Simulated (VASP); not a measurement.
BiP: relaxation of shape and atoms at fixed volume with PBEsol

BiP:

```
Bi P
1.0
     3.90675    0.00000    0.00000
    -1.95338    3.38335    0.00000
     0.00000    0.00000    3.78209
Bi P
1 1
Direct
  0.00000 0.00000 0.00000
  0.66667 0.33333 0.50000
```

```
Program                : VASP 6.6.1
Task                   : relaxation of shape and atoms at fixed volume
Functional             : PBEsol
Potentials or basis    : VASP PAW PBE potentials, release 64 (Bi_d, P)
Cutoff                 : 600 eV
k mesh                 : 10 × 10 × 8
Occupations            : gaussian, width 0.05 eV
Spin                   : no spin polarisation
Dipole correction      : no
Further INCAR settings : ALGO = Normal; EDIFF = 1e-07; IBRION = 2; EDIFFG = -0.01; NSW = 60; ISIF = 4
```

* Energy gained by relaxing: 0.1 meV/atom
* Ionic steps: 3
* Pressure after relaxing: -2.3 GPa
* Band gap on the k mesh: zero (bands 10 and 11 overlap by 2.75 eV)

The path:
| step | energy change (eV) | largest force (eV/Å) | pressure (GPa) | volume (Å³) |
| --- | --- | --- | --- | --- |
| 1 | 0.0000 | 0.0000 | -2.35 | 49.99 |
| 2 | -0.0002 | 0.0000 | -2.29 | 49.99 |
| 3 | -0.0002 | 0.0000 | -2.26 | 49.99 |

Final structure:
```cif
data_structure
_symmetry_space_group_name_H-M 'P 1'
_symmetry_Int_Tables_number 1
_cell_length_a 3.9131
_cell_length_b 3.9131
_cell_length_c 3.7698
_cell_angle_alpha 90.000
_cell_angle_beta 90.000
_cell_angle_gamma 120.000
_cell_volume 49.99
loop_
_atom_site_label
_atom_site_type_symbol
_atom_site_fract_x
_atom_site_fract_y
_atom_site_fract_z
_atom_site_occupancy
Bi1 Bi 0.00000 0.00000 0.00000 1
P1 P 0.66667 0.33333 0.50000 1
```

Levels at points of the mesh, in eV from the Fermi level:
```csv
k point,band 6,band 7,band 8,band 9,band 10,band 11,band 12,band 13,band 14
"(0.00, 0.00, 0.00)",-13.67,-5.92,-2.49,-1.06,-1.06,2.63,2.63,3.94,6.45
"(0.50, 0.00, 0.00)",-11.63,-9.53,-2.74,-2.08,-0.56,1.93,2.18,4.22,5.32
"(0.00, 0.00, 0.50)",-11.62,-10.50,0.22,0.22,0.76,1.25,2.28,2.28,7.37
"(0.50, 0.00, 0.50)",-10.16,-9.08,-4.99,-4.80,-0.47,0.49,2.44,2.47,9.59
```

Wall time 110 s on 1 thread of Oxide Virtual Turin-like Processor, on a shared host, peak memory 0.19 GiB.

Caveat: the PAW data sets were made with another functional, which shifts forces and pressure a little; spin-orbit coupling is left out, which moves the levels of the heavy elements.
